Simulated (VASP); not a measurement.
# As (P-1) in VASP: further runs

As is run at these levels: PBE0, HF, r2SCAN-based global hybrid with 35 % exact exchange, r2SCAN-based global hybrid with 50 % exact exchange; tasks: single point.

All numbers are computed with VASP 6.6.1; they aren't measurements. Logs are shortened: lines on timing, memory, paths and dates and some standing lists are left out, and cuts for length are marked.

## (1) The cell of the first run

The typed cell holds 1 atom: a = 2.999 Å, b = 2.598 Å, c = 2.582 Å, α = 78.73°, β = 76.84°, γ = 93.49°.

## (2) Single point, PBE0, non-collinear spin, zero start, spin-orbit coupling

Contents of POSCAR:

```
As
1.0
    2.9794804000     -0.1006165900      0.3237709600
   -0.1006165900      2.5830128800      0.2618843200
    0.3237709600      0.2618843200      2.5485519600
As
1
Direct
    0.5000000000      0.5000000000      0.5000000000
```

Contents of INCAR.step1:

```
SYSTEM = As
PREC = Accurate
ENCUT = 520
EDIFF = 1E-5
ISMEAR = -1
SIGMA = 0.05
LREAL = .FALSE.
LASPH = .TRUE.
NELM = 150
ALGO = Normal
ISIF = 2
LWAVE = .TRUE.
LCHARG = .FALSE.
MAGMOM = 0 0 0
LORBIT = 11
LSORBIT = .TRUE.
GGA_COMPAT = .FALSE.
LORBMOM = .TRUE.
GGA = PE
NBANDS = 16
```

Contents of INCAR.step2:

```
SYSTEM = As
PREC = Accurate
ENCUT = 520
EDIFF = 1E-6
ISMEAR = -1
SIGMA = 0.05
LREAL = .FALSE.
LASPH = .TRUE.
NELM = 150
ALGO = Normal
ISIF = 2
LWAVE = .FALSE.
LCHARG = .FALSE.
MAGMOM = 0 0 0
LORBIT = 11
LSORBIT = .TRUE.
GGA_COMPAT = .FALSE.
LORBMOM = .TRUE.
GGA = PE
LHFCALC = .TRUE.
AEXX = 0.25
PRECFOCK = Normal
ISTART = 1
NBANDS = 16
```

Contents of KPOINTS:

```
Automatic mesh
0
G
  4 4 5
  0 0 0
```

Potentials or basis: VASP PAW PBE potentials, release 64 (As).

The run is started by

```
cat potpaw_PBE.64/As/POTCAR > POTCAR
cp INCAR.step1 INCAR
mpirun -np 1 vasp_ncl > vasp.out
cp INCAR.step2 INCAR
mpirun -np 1 vasp_ncl > vasp.out
```

OUTCAR:

```text
SYSTEM = As
   PREC = Accurate
   ENCUT = 520
   EDIFF = 1E-6
   ISMEAR = -1
   LREAL = .FALSE.
   LASPH = .TRUE.
   NELM = 150
   ISIF = 2
   LORBIT = 11
   LSORBIT = .TRUE.
   GGA = PE
   LHFCALC = .TRUE.
   AEXX = 0.25
   PRECFOCK = Normal
   ISTART = 1

 ion  position               nearest neighbor table
   1  0.500  0.500  0.500-

  LATTYP: Found a triclinic cell.
 ALAT       =     5.6561247992
 B/A-ratio  =     0.6800035884
 C/A-ratio  =     0.9385301920
 COS(alpha) =     0.0061830983
 COS(beta)  =     0.5422128882
 COS(gamma) =     0.8271459042

  Lattice vectors:

 A1 = (   2.4544762600,   4.8035248500,  -1.7010123600)
 A2 = (   2.8788638100,   2.4823962900,   0.5856552800)
 A3 = (  -0.7481585100,   2.0592442400,  -4.8352196000)

Analysis of symmetry for initial positions (statically):
=====================================================================
 Subroutine PRICEL returns:
 Original cell was already a primitive cell.

 Routine SETGRP: Setting up the symmetry group for a
 triclinic supercell.

 Subroutine GETGRP returns: Found  2 space group operations
 (whereof  2 operations were pure point group operations)
 out of a pool of  2 trial point group operations.

The static configuration has the point symmetry S_2 .

Analysis of symmetry for dynamics (positions and initial velocities):
=====================================================================
 Subroutine PRICEL returns:
 Original cell was already a primitive cell.

 Routine SETGRP: Setting up the symmetry group for a
 triclinic supercell.

 Subroutine GETGRP returns: Found  2 space group operations
 (whereof  2 operations were pure point group operations)
 out of a pool of  2 trial point group operations.

The dynamic configuration has the point symmetry S_2 .

Analysis of structural, dynamic, and magnetic symmetry:
=====================================================================
 Subroutine PRICEL returns:
 Original cell was already a primitive cell.

 Routine SETGRP: Setting up the symmetry group for a
 triclinic supercell.

 Subroutine GETGRP returns: Found  2 space group operations
 (whereof  2 operations were pure point group operations)
 out of a pool of  2 trial point group operations.

The overall configuration has the point symmetry S_2 .

 Subroutine INISYM returns: Found  2 space group operations
 (whereof  2 operations are pure point group operations),
 and found     1 'primitive' translations

----------------------------------------------------------------------------------------

                                     Primitive cell

  volume of cell :      19.0958

  direct lattice vectors                    reciprocal lattice vectors
     2.979480400 -0.100616590  0.323770960     0.341141460  0.017868729 -0.045175158
    -0.100616590  2.583012880  0.261884320     0.017868729  0.392156622 -0.042567327
     0.323770960  0.261884320  2.548551960    -0.045175158 -0.042567327  0.402492920

  length of vectors
     2.998708853  2.598203732  2.582349342     0.344583201  0.394864642  0.407250934

  position of ions in fractional coordinates (direct lattice)
     0.500000000  0.500000000  0.500000000

  ion indices of the primitive-cell ions
   primitive index   ion index
                 1           1

----------------------------------------------------------------------------------------

 KPOINTS: Automatic mesh

Automatic generation of k-mesh.
 Grid dimensions read from file:
 generate k-points for:    4    4    5

 Generating k-lattice:

  Cartesian coordinates                     Fractional coordinates (reciprocal lattice)
     0.085285365  0.004467182 -0.011293790     0.250000000  0.000000000  0.000000000
     0.004467182  0.098039156 -0.010641832     0.000000000  0.250000000  0.000000000
    -0.009035032 -0.008513465  0.080498584     0.000000000  0.000000000  0.200000000

  Length of vectors
     0.086145800  0.098716160  0.081450187

  Shift w.r.t. Gamma in fractional coordinates (k-lattice)
     0.000000000  0.000000000  0.000000000

 Subroutine IBZKPT returns following result:
 ===========================================

 Found     42 irreducible k-points:

 Following reciprocal coordinates:
            Coordinates               Weight
  0.000000  0.000000  0.000000      1.000000
  0.250000  0.000000  0.000000      2.000000
  0.500000  0.000000  0.000000      1.000000
 -0.000000  0.250000  0.000000      2.000000
  0.250000  0.250000  0.000000      2.000000
  0.500000  0.250000  0.000000      2.000000
[... 16 lines left out ...]
  0.000000 -0.250000  0.200000      2.000000
  0.250000 -0.250000  0.200000      2.000000
 [... further k-points ...]
   k-points           NKPTS =     42   k-points in BZ     NKDIM =     80   number of bands    NBANDS=     16
   number of dos      NEDOS =    301   number of ions     NIONS =      1
   total plane-waves  NPLWV =   9600
   dimension x,y,z NGX =    24 NGY =   20 NGZ =   20
   dimension x,y,z NGXF=    48 NGYF=   40 NGZF=   40
   ions per type =               1
   NGX,Y,Z   is equivalent  to a cutoff of  13.31, 12.80, 12.88 a.u.
   NGXF,Y,Z  is equivalent  to a cutoff of  26.61, 25.59, 25.75 a.u.
 SYSTEM =  As
   PREC   = accura    normal or accurate (medium, high low for compatibility)
   ISTART =      1    job   : 0-new  1-cont  2-samecut
   ICHARG =      0    charge: 1-file 2-atom 10-const
   ISPIN  =      1    spin polarized calculation?
   LNONCOLLINEAR =      T non collinear calculations
   LSORBIT =      T    spin-orbit coupling
   LASPH  =      T    aspherical Exc in radial PAW
   ENCUT  =  520.0 eV  38.22 Ry    6.18 a.u.   5.58  4.83  4.80*2*pi/ulx,y,z
   NELM   =    150;   NELMIN=  2; NELMDL=  0     # of ELM steps
   EDIFF  = 0.1E-05   stopping-criterion for ELM
   LREAL  =      F    real-space projection
   EDIFFG = 0.1E-04   stopping-criterion for IOM
   NSW    =      0    number of steps for IOM
   IBRION =     -1    ionic relax: 0-MD 1-quasi-New 2-CG
   NFREE  =      0    steps in history (QN), initial steepest desc. (CG)
   ISIF   =      2    stress and relaxation
   ISYM   =      3    0-nonsym 1-usesym 2-fastsym
   POTIM  = 0.5000    time-step for ionic-motion
   TEBEG  =    0.0;   TEEND  =   0.0 temperature during run
   PSTRESS=    0.0 pullay stress
   NELECT =       5.0000    total number of electrons
   NUPDOWN=      -1.0000    fix difference up-down
   EMIN   =  10.00;   EMAX   =-10.00  energy-range for DOS
   EFERMI =   0.00;   METHOD = LEGACY
   ISMEAR =    -1;   SIGMA  =   0.05  broadening in eV -4-tet -1-fermi 0-gaus
   EFERMI_NEDOS =   21; number of points for ismear=-14 and -15
   IALGO  =     38    algorithm
   IMIX   =      1    mixing-type and parameters
     AMIX     =   0.40;   BMIX     =  1.00
     AMIX_MAG =   1.60;   BMIX_MAG =  1.00
  volume/ion in A,a.u.               =      19.10       128.86
  Fermi-wavevector in a.u.,A,eV,Ry     =   1.047335  1.979177 14.924385  1.096911
  Thomas-Fermi vector in A             =   2.182211
   LORBIT       =     11    0 simple, 1 ext, 2 COOP (PROOUT), +10 PAW based schemes
   GGA     = PE    functional components
   LHFCALC =     T    Hartree Fock is set to
   PRECFOCK=normal    Normal, Fast or Accurate (Low or Medium for compatibility)
   ENCUT4O =  -1.0   cutoff for four orbital integrals eV
   NKREDX  =     1    reduce k-point grid by
   NKREDY  =     1    reduce k-point grid by
   NKREDZ  =     1    reduce k-point grid by
   AEXX    =    0.2500 exact exchange contribution
   HFSCREEN=    0.0000 screening length (either q_TF or 0.3 A-1)
   HFSCREENC=   0.0000 screening length for correlation (either q_TF or 0.3 A-1)
   ENCUTFOCK=  -1.0 apply spherical cutoff to Coloumb kernel
   IVDW    =     0    specifies the selected vdW correction
   LEPSILON=     F    determine dielectric tensor
   LRPA    =     F    only Hartree local field effects (RPA)
  energy-cutoff  :      520.00
  volume of cell :       19.10
 maximum number of plane-waves:      1048
 NGX is ok and might be reduce to    24
  NGX = 18; NGY = 16; NGZ = 16

 number of electron       5.0000000 magnetization      -0.0000000     -0.0000000     -0.0000000

 number of electron       5.0000000 magnetization       0.0000000      0.0000000      0.0000000

 Free energy of the ion-electron system (eV)
  ---------------------------------------------------
  ext. energy  EPLUGINS =         0.00000000
  ---------------------------------------------------
  free energy    TOTEN  =        -5.55818939 eV

  energy without entropy =       -5.55818417  energy(sigma->0) =       -5.55818678

 E-fermi :   6.2607     XC(G=0):  -8.4094

 val. band max:        5.7953183232   @ k =  -0.2500  -0.2500   0.2000
 cond. band min:       6.7535656394   @ k =   0.2500   0.0000   0.4000
 fundamental gap:      0.9582473162
 Fermi energy:         6.2607434798

 k-point     1 :       0.0000    0.0000    0.0000
  band No.  band energies     occupation
      1     -11.4296      1.00000
      2     -11.4296      1.00000
      3       8.3126      0.00000
      4       8.3126      0.00000
      5      13.0810      0.00000
      6      13.0810      0.00000
[... 8 lines left out ...]
     15      27.5096      0.00000
     16      27.5225      0.00000

 k-point     2 :       0.2500    0.0000    0.0000
  band No.  band energies     occupation
      1     -10.5130      1.00000
      2     -10.5130      1.00000
      3       1.6670      1.00000
      4       1.6670      1.00000
      5      13.3406      0.00000
      6      13.3406      0.00000
[... 8 lines left out ...]
     15      25.0521      0.00000
     16      25.0521      0.00000
[... 387 lines left out ...]
      5       6.9552      0.00000
      6       6.9552      0.00000
[... 8 lines left out ...]
     15      26.2090      0.00000
     16      26.2090      0.00000

 k-point    24 :       0.2500   -0.2500    0.2000
  band No.  band energies     occupation
      1      -8.1063      1.00000
      2      -8.1063      1.00000
      3       4.2610      1.00000
      4       4.2610      1.00000
      5       7.1376      0.00000
      6       7.1376      0.00000
[... 8 lines left out ...]
     15      27.7855      0.00000
     16      27.7855      0.00000

 [... further k-points ...]

------------------------ aborting loop because EDIFF is reached ----------------------------------------

  FORCE on cell =-STRESS in cart. coord.  units (eV):
  Direction    XX          YY          ZZ          XY          YZ          ZX
  --------------------------------------------------------------------------------------
  -------------------------------------------------------------------------------------
  Total       -0.9734823      3.9811813     -2.0925500     -0.1298778      0.0037458     -0.4942451
  in kB      -81.6773107    334.0298994   -175.5695631    -10.8970366      0.3142843    -41.4682580
  external PRESSURE =      25.5943419 kB  Pullay stress =       0.0000000 kB

 VOLUME and BASIS-vectors are now :
 -----------------------------------------------------------------------------
  energy-cutoff  :      520.00
  volume of cell :       19.10
      direct lattice vectors                 reciprocal lattice vectors
     2.979480400 -0.100616590  0.323770960     0.341141460  0.017868729 -0.045175158
    -0.100616590  2.583012880  0.261884320     0.017868729  0.392156622 -0.042567327
     0.323770960  0.261884320  2.548551960    -0.045175158 -0.042567327  0.402492920

 POSITION                                       TOTAL-FORCE (eV/Angst)
 -----------------------------------------------------------------------------------
      1.60132      1.37214      1.56710        -0.000000      0.000000      0.000000
 -----------------------------------------------------------------------------------
    total drift:                               -0.000000     -0.000000     -0.000000

  FREE ENERGIE OF THE ION-ELECTRON SYSTEM (eV)
  ---------------------------------------------------
  free  energy   TOTEN  =        -5.5581893936 eV

  energy  without entropy=       -5.5581841713  energy(sigma->0) =       -5.55818678

 orbital moment (x)

 # of ion     p       d       tot
 ----------------------------------------
  1        -0.000   0.000  -0.000
 ----------------------------------------
           -0.000   0.000  -0.000

 orbital moment (y)

 # of ion     p       d       tot
 ----------------------------------------
  1        -0.000   0.000  -0.000
 ----------------------------------------
           -0.000   0.000  -0.000

 orbital moment (z)

 # of ion     p       d       tot
 ----------------------------------------
  1        -0.000   0.000  -0.000
 ----------------------------------------
           -0.000   0.000  -0.000

 Spin-Orbit-Coupling matrix elements

 Ion:    1  E_soc:     -0.0265879
 l=   1
     0.0000000    -0.0039953    -0.0051554
    -0.0039953     0.0000000    -0.0041313
    -0.0051554    -0.0041313     0.0000000
 l=   2
     0.0000000    -0.0000006     0.0000000    -0.0000013     0.0000038
    -0.0000006     0.0000000    -0.0000032    -0.0000034    -0.0000005
     0.0000000    -0.0000032     0.0000000    -0.0000037     0.0000000
    -0.0000013    -0.0000034    -0.0000037     0.0000000    -0.0000030
     0.0000038    -0.0000005     0.0000000    -0.0000030     0.0000000
 l=   3
     0.0000000     0.0000000     0.0000000     0.0000000     0.0000000     0.0000000     0.0000000
     0.0000000     0.0000000     0.0000000     0.0000000     0.0000000     0.0000000     0.0000000
     0.0000000     0.0000000     0.0000000     0.0000000     0.0000000     0.0000000     0.0000000
     0.0000000     0.0000000     0.0000000     0.0000000     0.0000000     0.0000000     0.0000000
     0.0000000     0.0000000     0.0000000     0.0000000     0.0000000     0.0000000     0.0000000
     0.0000000     0.0000000     0.0000000     0.0000000     0.0000000     0.0000000     0.0000000
     0.0000000     0.0000000     0.0000000     0.0000000     0.0000000     0.0000000     0.0000000

 total charge

# of ion       s       p       d       tot
------------------------------------------
    1        1.322   1.325   0.068   2.715

 magnetization (x)

# of ion       s       p       d       tot
------------------------------------------
    1       -0.000  -0.000   0.000  -0.000

 magnetization (y)

# of ion       s       p       d       tot
------------------------------------------
    1        0.000   0.000  -0.000   0.000

 magnetization (z)

# of ion       s       p       d       tot
------------------------------------------
    1       -0.000  -0.000   0.000  -0.000
```

Run time: 20 min. Hardware: 1 thread of Intel Xeon 8259CL, shared host; peak memory 0.19 GiB.

Results:

* Free energy: -5.5582 eV
* Pressure: 2.6 GPa
* Net moment: 0.00 μB per cell
* Valence electrons inside the program's atomic spheres: As 2.71

Stress tensor (GPa, compression positive):
```
 -8.17  -1.09  -4.15
 -1.09  33.40   0.03
 -4.15   0.03 -17.56
```

Moments on the atoms (μB; x, y, z):
```
As  0.00 0.00 0.00
```

Caveat: the k points lie up to 0.62 Å⁻¹ apart; the PAW data sets were made with another functional, which shifts forces and pressure a little.

[end of part 1 of 2]
